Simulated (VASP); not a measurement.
Runs of VASP 6.6.1 on InGa2N3. The structure is that of space group P-4m2 (No. 115), or close to it. The cells are those of the table. 

```tsv
spin	cell	k mesh	gap on the mesh (eV)	pressure (GPa)	moment (μB)	largest force (eV/Å)
off	a = 3.014, b = 3.014, c = 9.837 Å, 6 atoms	12 × 12 × 4	none	0.4	-	0.04
collinear, ferromagnetic start	a = 3.352, b = 3.352, c = 7.445 Å, 6 atoms	6 × 6 × 4	none	-4.3	1.42	5.02
off	a = 3.352, b = 3.352, c = 7.445 Å, 6 atoms	6 × 6 × 4	none	-5.4	-	(a)
collinear, ferromagnetic start	a = 3.016, b = 3.016, c = 9.581 Å, 6 atoms	6 × 6 × 4	none	0.4	(b)	0.04
```

Alike in all rows: task single point; level PBE; potentials or basis VASP PAW PBE potentials, release 64 (In_d, Ga_d, N); cutoff (eV) 520; smearing gaussian 0.1 eV.

Q: Fill in the values left out.

A: (a) 5.15; (b) 0.00.

Caveats: spin-orbit coupling is left out, which moves the levels of the heavy elements; forces of over 1 eV/Å act on the atoms, so gaps and moduli don't describe the material at rest (some runs).

A k mesh can miss the band edges, and the runs leave out spin-orbit coupling on Ga, In.

A gap of «none» marks levels without a gap at the run's occupations.
